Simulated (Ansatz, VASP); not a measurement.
## Yb in VASP and in Ansatz

INCAR

```
PREC = Accurate
ENCUT = 520
EDIFF = 1E-7
ISMEAR = -1
SIGMA = 0.05
LREAL = F
LASPH = T
NELM = 150
ALGO = Normal
ISIF = 2
LWAVE = F
LCHARG = F
ISPIN = 2
MAGMOM = 0.2
LORBIT = 11
NUPDOWN = 0.2
LMAXMIX = 6
GGA = PS
NBANDS = 22
```

The input KPOINTS:

```
Automatic mesh
0
Gamma
  7 7 7
```

POSCAR

```
Yb
1.0
   -2.1514830000      2.1514830000      2.1514830000
    2.1514830000     -2.1514830000      2.1514830000
    2.1514830000      2.1514830000     -2.1514830000
Yb
1
Direct
    0.0000000000      0.0000000000      0.0000000000
```

Contents of input.yaml:

```yaml
crystal:
  lattice:
    - [-2.151483, 2.151483, 2.151483]
    - [2.151483, -2.151483, 2.151483]
    - [2.151483, 2.151483, -2.151483]
  atoms:
    - { symbol: Yb, position: [0.0, 0.0, 0.0], spin: 0.2 }
hamiltonian:
  xc: pbesol
  pseudopotentials: { kind: paw }
magnetization:
  spin_polarized: true
  initial_magnetization: 0.2
  spin_locking: { lock_magnetization: hard }
kpoints:
  mp_grid: { grid: [7, 7, 7] }
scf:
  occupations: { method: fermi_dirac, width: 0.05 }
  lower_state_search: "off"
output:
  forces: true
  stress: true
  eigenvalues: true
  write_density: true
  write_potential: true
  elf: true
  volumetric_format: npy
```

Alike in both runs: task single point; functional PBEsol; k mesh 7 × 7 × 7; occupations fermi-dirac, width 0.05 eV; collinear spin; fixed moment 0.2 μB.

|  | VASP | Ansatz |
| --- | --- | --- |
| version | VASP 6.6.1 | Ansatz 0.2.0 |
| potentials or method | VASP PAW PBE potentials, release 64 (Yb) | Ansatz PAW |
| plane-wave cutoff (eV) | 520 | 420 |
| valence electrons in the cell | 24 | 24 |

VASP gave:

```
pressure (GPa)                                                : -3.0
net moment per atom (μB)                                      : 0.20
size of the moment on the site where the two differ most (μB) : 0.10
```

Q: What did Ansatz give for the same quantities?

A: Pressure (GPa): -3.3; net moment per atom (μB): 0.20; size of the moment on the site where the two differ most (μB): 0.12.

VASP's potentials were made for PBE, not for PBEsol. Site moments also hang on the region over which each program counts them. With one functional, cell and mesh, what is left measures potentials, basis and numerics.

Neither program's run includes spin-orbit coupling.
